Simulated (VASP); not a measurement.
Write the native input for VASP 6.6.1 that does the following.

| Quantity | Value |
| --- | --- |
| Task | single point |
| Functional | PBE |
| Potentials or basis | VASP PAW PBE potentials, release 64 (Zr_sv, Hf_pv, Si) |
| Cutoff | 520 eV |
| k mesh | 6 × 6 × 4 |
| Occupations | gaussian, width 0.1 eV |
| Spin | no spin polarisation |
| Dipole correction | no |
| Further INCAR settings | ALGO = Normal; EDIFF = 1e-07; NBANDS = 29 |

The structure of HfZr2Si2 lies in POSCAR:

```
HfZr2Si2
1.0
    3.9839163000      0.0000000000      0.0000000000
   -1.9919581500      3.4501727200      0.0000000000
    0.0000000000      0.0000000000      6.4296451800
Zr Hf Si
2 1 2
Direct
    0.3333333300      0.6666666700      0.7763208200
    0.6666666700      0.3333333300      0.2236791800
    0.0000000000      0.0000000000      0.5000000000
    0.0000000000      0.0000000000      0.8611891300
    0.0000000000      0.0000000000      0.1388108700
```

The cell was generated, and may not be a known phase.

The input as run:

INCAR

```
ALGO = Normal
EDIFF = 1E-7
ENCUT = 520
GGA = PE
ISIF = 2
ISMEAR = 0
LASPH = T
LCHARG = F
LREAL = F
LWAVE = F
NBANDS = 29
NELM = 100
PREC = Accurate
SIGMA = 0.1
```

KPOINTS

```
k-points
0
Gamma
  6 6 4
```

Potentials or basis: VASP PAW PBE potentials, release 64 (Zr_sv, Hf_pv, Si).

The run is started by

```sh
$ cat potpaw_PBE.64/Zr_sv/POTCAR potpaw_PBE.64/Hf_pv/POTCAR potpaw_PBE.64/Si/POTCAR > POTCAR
$ mpirun -np 1 vasp_std > vasp.out
```

Results of the run:

- Pressure: 54.9 GPa
- Largest force: 8.824 eV/Å
- Band gap on the k mesh: zero (bands 21 and 22 overlap by 0.64 eV)

Caveat: the stress differs along the axes, from 41 to 82 GPa; spin-orbit coupling is left out, which moves the levels of the heavy elements; forces of over 1 eV/Å act on the atoms, so gaps and moduli don't describe the material at rest.

Run time: 95 s on 1 thread of Intel(R) Xeon(R) 6975P-C (Granite Rapids), on a shared host, peak memory 0.23 GiB.
